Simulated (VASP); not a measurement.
AlAs3:

```
Al As
1.0
     5.98709    0.00000    0.00000
    -2.99354    5.18497    0.00000
     0.00000    0.00000    6.28716
Al As
2 6
Direct
  0.66667 0.33333 0.63847
  0.33333 0.66667 0.13847
  0.34558 0.30701 0.50251
  0.65442 0.69299 0.00251
  0.30701 0.96143 0.00251
  0.96143 0.65442 0.50251
  0.69299 0.03857 0.50251
  0.03857 0.34558 0.00251
```

The cell was generated, and may not be a known phase.

| Item | Value |
| --- | --- |
| Program | VASP 6.6.1 |
| Task | relaxation of cell and atoms |
| Functional | PBE |
| Potentials or basis | VASP PAW PBE potentials, release 64 (Al, As_d) |
| Cutoff | 510 eV |
| k mesh | 3 × 3 × 4 |
| Occupations | gaussian, width 0.1 eV |
| Spin | no spin polarisation |

At the start: pressure 16.6 GPa; volume 24.40 Å³/atom.

Where does the relaxation end?

Over 26 steps the energy falls by 1349.8 meV/atom and the volume is 21.21 Å³/atom (-13.0 %); space group P6_3 (No. 173, to 0.1 Å) before and after.

The path:
```
step  energy change (eV)  largest force (eV/Å)  pressure (GPa)  volume (Å³)
   1              0.0000                9.0407           16.57       195.17
   2             -3.9681                0.2326          -11.06       274.66
   3             -5.9362                1.2323           -7.31       233.86
   4             -5.9423                1.3187           -7.04       232.73
   5             -8.0101                1.3254           -6.14       202.94
   6             -6.3116                3.3241           34.41       128.19
   7             -9.1307                1.3177           -1.79       178.77
   8             -9.3059                1.1271           10.97       149.11
   9             -9.5720                1.1463            3.31       162.88
  10             -9.5828                1.1206            4.45       160.33
  11            -10.2003                0.9162            3.80       159.76
  12            -10.2357                1.1844            4.29       159.37
  13            -10.6043                0.3450           -2.69       175.33
  14            -10.6322                0.4739           -1.49       171.68
  15            -10.7278                0.2826            0.26       167.15
  16            -10.7365                0.1987            1.09       165.35
  17            -10.7756                0.0360            0.17       167.67
  18            -10.7780                0.0902           -0.16       168.54
  19            -10.7780                0.0825           -0.17       168.45
  20            -10.7846                0.0849            0.10       167.95
  21            -10.7866                0.0998            0.49       167.26
  22            -10.7901                0.1075            0.36       167.85
  23            -10.7908                0.0898           -0.02       169.14
  24            -10.7918                0.1031            0.10       168.55
  25            -10.7952                0.0750            0.10       168.87
  26            -10.7984                0.0199           -0.14       169.72
```

Final structure:
```
Al As
1.0
     6.21327    0.00000    0.00000
    -3.10663    5.38085    0.00000
     0.00000    0.00000    5.07640
Al As
2 6
Direct
  0.66667 0.33333 0.71549
  0.33333 0.66667 0.21549
  0.25477 0.26098 0.47684
  0.74523 0.73902 0.97684
  0.26098 0.00621 0.97684
  0.00621 0.74523 0.47684
  0.73902 0.99379 0.47684
  0.99379 0.25477 0.97684
```

Caveat: the k points lie up to 0.39 Å⁻¹ apart in the final cell, too coarse for converged energies and pressures of a metal; a cell axis changed by over 15 % at a fixed basis, so the end point is rough.
